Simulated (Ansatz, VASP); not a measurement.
## ZnCu: VASP beside Ansatz

The input POSCAR:

```
ZnCu
1.0
    2.9700000000      0.0000000000      0.0000000000
    0.0000000000      2.9700000000      0.0000000000
    0.0000000000      0.0000000000      2.9700000000
Cu Zn
1 1
Direct
    0.0116636418      0.0116636418      0.0116636418
    0.5000000000      0.5000000000      0.5000000000
```

Contents of INCAR.step1:

```
PREC = Accurate ; ENCUT = 520
EDIFF = 1E-5 ; ISMEAR = -1
SIGMA = 0.1 ; LREAL = F
LASPH = T ; NELM = 60
ALGO = Normal ; ISIF = 2
LWAVE = T ; GGA = PE
NBANDS = 18
```

File INCAR.step2:

```
PREC = Accurate ; ENCUT = 520
EDIFF = 1E-6 ; ISMEAR = -1
SIGMA = 0.1 ; LREAL = F
LASPH = T ; NELM = 60
ALGO = Normal ; ISIF = 2
LWAVE = F ; LCHARG = T
GGA = PE ; LHFCALC = T
HFSCREEN = 0.2079 ; PRECFOCK = Normal
LELF = T ; LVHAR = T
ISTART = 1 ; NBANDS = 18
```

Contents of KPOINTS:

```
regular mesh
0
Gamma
  4 4 4
```

Input for Ansatz:

```yaml
crystal:
  lattice:
    - [2.97, 0.0, 0.0]
    - [0.0, 2.97, 0.0]
    - [0.0, 0.0, 2.97]
  atoms:
    - { symbol: Cu, position: [0.0116636418, 0.0116636418, 0.0116636418] }
    - { symbol: Zn, position: [0.5, 0.5, 0.5] }
kpoints:
  mp_grid: { grid: [4, 4, 4] }
hamiltonian:
  xc: hse06
  pseudopotentials:
    kind: all_electron
    relativity: scalar
    datasets: crystal
    dataset_attempts: all
    nuclear_model: point
scf:
  occupations: { method: fermi_dirac, width: 0.1 }
  convergence: { dr2_threshold: "1e-9 eV" }
  max_iter: 400
  lower_state_search: "off"
output:
  forces: true
  stress: true
```

Alike in both runs: task single point; functional HSE06; k mesh 4 × 4 × 4; occupations fermi-dirac, width 0.1 eV; no spin polarisation.

|  | VASP | Ansatz |
| --- | --- | --- |
| version | VASP 6.6.1 | Ansatz 0.2.0 development build |
| potentials or method | VASP PAW PBE potentials, release 64 (Cu, Zn), cutoff 520 eV | plane waves, all-electron PAW datasets generated for the crystal |

```csv
,VASP,Ansatz,Ansatz less VASP
rms of the force components (eV/Å),0.143,0.140,-0.0025
```

Atom by atom the forces differ by 0.002 eV/Å (rms over components). Ansatz ran all-electron here, and VASP with PAW potentials. Ansatz's warnings: filled band counts differ across k points.

The k mesh is coarse, so the values compare programs but aren't converged.
